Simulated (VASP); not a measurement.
# LiB18N18 (a cell with a defect) in VASP: notebook, part 2 of 3

VASP 6.6.1. The steps go on from the part before.

### 3 Relaxation of the atoms, PBE

INCAR

```
SYSTEM = LiB18N18
PREC = Accurate ; ENCUT = 520
EDIFF = 1E-6 ; ISMEAR = -1
SIGMA = 0.01 ; LREAL = Auto
LASPH = .TRUE. ; NELM = 100
ALGO = Normal ; ISIF = 2
LWAVE = .FALSE. ; LCHARG = .FALSE.
GGA = PE ; IBRION = 2
NSW = 90 ; EDIFFG = -0.02
NELECT = 146.0
```

KPOINTS

```
regular mesh
0
G
  1 1 1
  0 0 0
```

POSCAR

```
LiB18N18
1.0
    7.4650312800      0.0000000000      0.0000000000
   -3.7325156400      6.4649067300      0.0000000000
    0.0000000000      0.0000000000      6.4954828800
B N Li
18 18 1
Direct
    0.1111111100      0.2222222200      0.2500000000
    0.2222222200      0.1111111100      0.7500000000
    0.1111111100      0.5555555600      0.2500000000
    0.2222222200      0.4444444400      0.7500000000
    0.1111111100      0.8888888900      0.2500000000
    0.2222222200      0.7777777800      0.7500000000
    0.4444444400      0.2222222200      0.2500000000
    0.5555555600      0.1111111100      0.7500000000
    0.4444444400      0.5555555600      0.2500000000
    0.5555555600      0.4444444400      0.7500000000
    0.4444444400      0.8888888900      0.2500000000
    0.5555555600      0.7777777800      0.7500000000
    0.7777777800      0.2222222200      0.2500000000
    0.8888888900      0.1111111100      0.7500000000
    0.7777777800      0.5555555600      0.2500000000
    0.8888888900      0.4444444400      0.7500000000
    0.7777777800      0.8888888900      0.2500000000
    0.8888888900      0.7777777800      0.7500000000
    0.1111111100      0.2222222200      0.7500000000
    0.2222222200      0.1111111100      0.2500000000
    0.1111111100      0.5555555600      0.7500000000
    0.2222222200      0.4444444400      0.2500000000
    0.1111111100      0.8888888900      0.7500000000
    0.2222222200      0.7777777800      0.2500000000
    0.4444444400      0.2222222200      0.7500000000
    0.5555555600      0.1111111100      0.2500000000
    0.4444444400      0.5555555600      0.7500000000
    0.5555555600      0.4444444400      0.2500000000
    0.4444444400      0.8888888900      0.7500000000
    0.5555555600      0.7777777800      0.2500000000
    0.7777777800      0.2222222200      0.7500000000
    0.8888888900      0.1111111100      0.2500000000
    0.7777777800      0.5555555600      0.7500000000
    0.8888888900      0.4444444400      0.2500000000
    0.7777777800      0.8888888900      0.7500000000
    0.8888888900      0.7777777800      0.2500000000
    0.6666670000      0.6666670000      0.5000000000
```

Potentials or basis: VASP PAW PBE potentials, release 64 (B, N, Li_sv).

On the command line:

```sh
cat potpaw_PBE.64/B/POTCAR potpaw_PBE.64/N/POTCAR potpaw_PBE.64/Li_sv/POTCAR > POTCAR
mpirun -np 1 vasp_gam > vasp.out
```

OUTCAR:

```text
SYSTEM = LiB18N18
   PREC = Accurate
   ENCUT = 520
   EDIFF = 1E-6
   ISMEAR = -1
   LREAL = Auto
   LASPH = .TRUE.
   NELM = 100
   ISIF = 2
   GGA = PE
   IBRION = 2
   NSW = 90
   EDIFFG = -0.02
   NELECT = 146.0

 ion  position               nearest neighbor table
   1  0.111  0.222  0.250-  20 1.44  32 1.44  22 1.44
   2  0.222  0.111  0.750-  19 1.44  25 1.44  23 1.44
   3  0.111  0.556  0.250-  34 1.44  24 1.44  22 1.44
   4  0.222  0.444  0.750-  27 1.44  19 1.44  21 1.44
   5  0.111  0.889  0.250-  24 1.44  36 1.44  20 1.44
   6  0.222  0.778  0.750-  23 1.44  29 1.44  21 1.44
   7  0.444  0.222  0.250-  20 1.44  28 1.44  26 1.44
   8  0.556  0.111  0.750-  31 1.44  29 1.44  25 1.44
   9  0.444  0.556  0.250-  22 1.44  30 1.44  28 1.44  37 2.17
  10  0.556  0.444  0.750-  33 1.44  25 1.44  27 1.44  37 2.17
[... 624 lines left out ...]
  ---------------------------------------------------
  free energy    TOTEN  =      -320.31732417 eV

  energy without entropy =     -320.31732417  energy(sigma->0) =     -320.31732417

 E-fermi :   2.9505     XC(G=0): -10.2911

 val. band max:        2.6616053887   @ k =   0.0000   0.0000   0.0000
 cond. band min:       7.6020627308   @ k =   0.0000   0.0000   0.0000
 fundamental gap:      4.9404573421
 Fermi energy:         2.9505118772

 k-point     1 :       0.0000    0.0000    0.0000
  band No.  band energies     occupation
      1     -41.9880      2.00000
      2     -15.1608      2.00000
      3     -14.8283      2.00000
      4     -13.2676      2.00000
      5     -13.2002      2.00000
      6     -13.2001      2.00000
[... 77 lines left out ...]
     84       9.8245      0.00000
     85      10.2592      0.00000
 [bands above 85 left out]

------------------------ aborting loop because EDIFF is reached ----------------------------------------

  FORCE on cell =-STRESS in cart. coord.  units (eV):
  Direction    XX          YY          ZZ          XY          YZ          ZX
  --------------------------------------------------------------------------------------
  -------------------------------------------------------------------------------------
  Total       15.9553159     15.9553159      6.0043046      0.0000000      0.0000000     -0.0000000
  in kB       81.5474999     81.5474999     30.6879559      0.0000000      0.0000000     -0.0000000
  external PRESSURE =      64.5943186 kB  Pullay stress =       0.0000000 kB
[... 52 lines left out ...]
  FREE ENERGIE OF THE ION-ELECTRON SYSTEM (eV)
  ---------------------------------------------------
  free  energy   TOTEN  =      -320.3173241709 eV

  energy  without entropy=     -320.3173241709  energy(sigma->0) =     -320.31732417

 reached required accuracy - stopping structural energy minimisation
```

CONTCAR:

```text
LiB18N18
   1.00000000000000
     7.4650312799999998    0.0000000000000000    0.0000000000000000
    -3.7325156399999999    6.4649067300000000    0.0000000000000000
     0.0000000000000000    0.0000000000000000    6.4954828800000000
  B               N               Li
    18    18     1
Direct
     0.1112594229196947    0.2220739070803073    0.2400452203310565
     0.2220739070803073    0.1112594229196947    0.7599547796689436
     0.1112594229196947    0.5558521858393852    0.2400452203310565
     0.2210287735400115    0.4438477167700043    0.7495954769984355
     0.1123045564599905    0.8894856132299912    0.2504045230015646
     0.2220739070803073    0.7774811541606177    0.7599547796689436
[... 29 lines left out ...]
     0.8878641323988260    0.7772654011994157    0.2450005352013205
     0.6666669999999968    0.6666669999999968    0.5000000000000000

  0.00000000E+00  0.00000000E+00  0.00000000E+00
  0.00000000E+00  0.00000000E+00  0.00000000E+00
  0.00000000E+00  0.00000000E+00  0.00000000E+00
  0.00000000E+00  0.00000000E+00  0.00000000E+00
  0.00000000E+00  0.00000000E+00  0.00000000E+00
  0.00000000E+00  0.00000000E+00  0.00000000E+00
[... 29 lines left out ...]
  0.00000000E+00  0.00000000E+00  0.00000000E+00
  0.00000000E+00  0.00000000E+00  0.00000000E+00
```

Run time: 17 min. Hardware: 1 thread of Intel Xeon Platinum 8488C (Sapphire Rapids), shared host; peak memory 0.41 GiB.

What came out:

| Quantity | Value |
| --- | --- |
| Free energy | -320.3173 eV |
| Energy gained by relaxing | 10.4 meV/atom |
| Ionic steps | 32 |
| Largest force after relaxing | 0.020 eV/Å |

Forces in eV/Å, atoms in the order of the input:
```
B   -0.008  0.005 -0.018
B    0.008 -0.005  0.018
B    0.000 -0.009 -0.018
B   -0.006 -0.004  0.011
B    0.006  0.004 -0.011
B    0.000  0.009  0.018
B    0.000 -0.007 -0.011
B   -0.008 -0.005  0.018
B   -0.009 -0.005 -0.014
B    0.000 -0.010  0.014
B   -0.006  0.004 -0.011
B   -0.009  0.005  0.014
B    0.008  0.005 -0.018
B    0.000  0.007  0.011
B    0.009 -0.005 -0.014
B    0.006 -0.004  0.011
B    0.000  0.010 -0.014
B    0.009  0.005  0.014
N    0.002 -0.001 -0.008
N   -0.002  0.001  0.008
N    0.000  0.002 -0.008
N   -0.007 -0.004 -0.012
N    0.007  0.004  0.012
N    0.000 -0.002  0.008
N    0.000 -0.008  0.012
N    0.002  0.001  0.008
N   -0.003 -0.002  0.013
N    0.000 -0.003 -0.013
N   -0.007  0.004  0.012
N   -0.003  0.002 -0.013
N   -0.002 -0.001 -0.008
N    0.000  0.008 -0.012
N    0.003 -0.002  0.013
N    0.007 -0.004 -0.012
N    0.000  0.003  0.013
N    0.003  0.002 -0.013
Li   0.000  0.000  0.000
```

The path:
| step | energy change (eV) | largest force (eV/Å) | pressure (GPa) |
| --- | --- | --- | --- |
| 1 | 0.0000 | 1.6549 | 6.96 |
| 2 | 0.8980 | 4.0178 | 7.88 |
| 3 | -0.1836 | 0.6873 | 6.98 |
| 4 | -0.2401 | 0.7316 | 6.72 |
| 5 | -0.2701 | 0.2740 | 6.81 |
| 6 | -0.2864 | 0.2111 | 6.76 |
| 7 | -0.2867 | 0.2310 | 6.76 |
| 8 | -0.2980 | 0.1681 | 6.73 |
| 9 | -0.3032 | 0.2605 | 6.70 |
| 10 | -0.3144 | 0.2265 | 6.68 |
| 11 | -0.3399 | 0.1801 | 6.63 |
| 12 | -0.3542 | 0.4575 | 6.47 |
| 13 | -0.3626 | 0.3557 | 6.42 |
| 14 | -0.3702 | 0.1577 | 6.32 |
| 15 | -0.3703 | 0.1330 | 6.31 |
| 16 | -0.3723 | 0.1146 | 6.31 |
| 17 | -0.3756 | 0.0598 | 6.32 |
| 18 | -0.3759 | 0.0507 | 6.33 |
| 19 | -0.3764 | 0.0331 | 6.33 |
| 20 | -0.3767 | 0.0604 | 6.33 |
| 21 | -0.3771 | 0.0582 | 6.34 |
| 22 | -0.3780 | 0.0583 | 6.35 |
| 23 | -0.3786 | 0.0798 | 6.38 |
| 24 | -0.3791 | 0.0742 | 6.39 |
| 25 | -0.3803 | 0.0769 | 6.40 |
| 26 | -0.3814 | 0.0973 | 6.43 |
| 27 | -0.3827 | 0.0433 | 6.45 |
| 28 | -0.3829 | 0.0502 | 6.46 |
| 29 | -0.3830 | 0.0526 | 6.46 |
| 30 | -0.3835 | 0.0352 | 6.46 |
| 31 | -0.3837 | 0.0382 | 6.46 |
| 32 | -0.3839 | 0.0199 | 6.46 |

Final structure:
```xyz
37
Lattice="7.4650 0.0000 0.0000 -3.7325 6.4649 0.0000 0.0000 0.0000 6.4955" Properties=species:S:1:pos:R:3 pbc="T T T"
B     0.0017    1.4357    1.5592
B     1.2425    0.7193    4.9363
B    -1.2442    3.5935    1.5592
B    -0.0067    2.8694    4.8690
B    -2.4817    5.7504    1.6265
B    -1.2442    5.0263    4.9363
B     2.4883    1.4289    1.6265
B     3.7342    0.7193    4.9363
B     1.2285    3.5826    1.5179
B     2.4883    2.8552    4.9776
B    -0.0067    5.7504    1.6265
B     1.2285    5.0373    4.9776
B     4.9750    1.4357    1.5592
B     6.2209    0.7260    4.8690
B     3.7482    3.5826    1.5179
B     4.9834    2.8694    4.8690
B     2.4883    5.7647    1.5179
B     3.7482    5.0373    4.9776
N     0.0003    1.4365    4.8636
N     1.2439    0.7185    1.6319
N    -1.2442    3.5920    4.8636
N    -0.0028    2.8717    1.5279
N    -2.4856    5.7482    4.9676
N    -1.2442    5.0279    1.6319
N     2.4883    1.4335    4.9676
N     3.7328    0.7185    1.6319
N     1.2499    3.5949    4.9041
N     2.4883    2.8799    1.5914
N    -0.0028    5.7482    4.9676
N     1.2499    5.0249    1.5914
N     4.9764    1.4365    4.8636
N     6.2209    0.7215    1.5279
N     3.7268    3.5949    4.9041
N     4.9795    2.8717    1.5279
N     2.4883    5.7400    4.9041
N     3.7268    5.0249    1.5914
Li    2.4883    4.3099    3.2477
```

Levels at points of the mesh, in eV from the Fermi level:
```csv
k point,band 70,band 71,band 72,band 73,band 74,band 75,band 76,band 77
"(0.00, 0.00, 0.00)",-0.35,-0.35,-0.29,-0.29,4.65,4.65,4.69,4.69
```

Caveat: the k points lie up to 0.97 Å⁻¹ apart, too coarse for converged energies, forces and pressures; the cell carries a net charge on a neutralising background, which shifts energy and pressure; the cell is charged against a uniform background, so pressure and absolute levels hang on convention; the cutoff is under 1.25 times the usual one of these potentials, so pressure, stress and relaxed cells hold a basis-set (Pulay) error.

(Continued in part 3 of 3.)
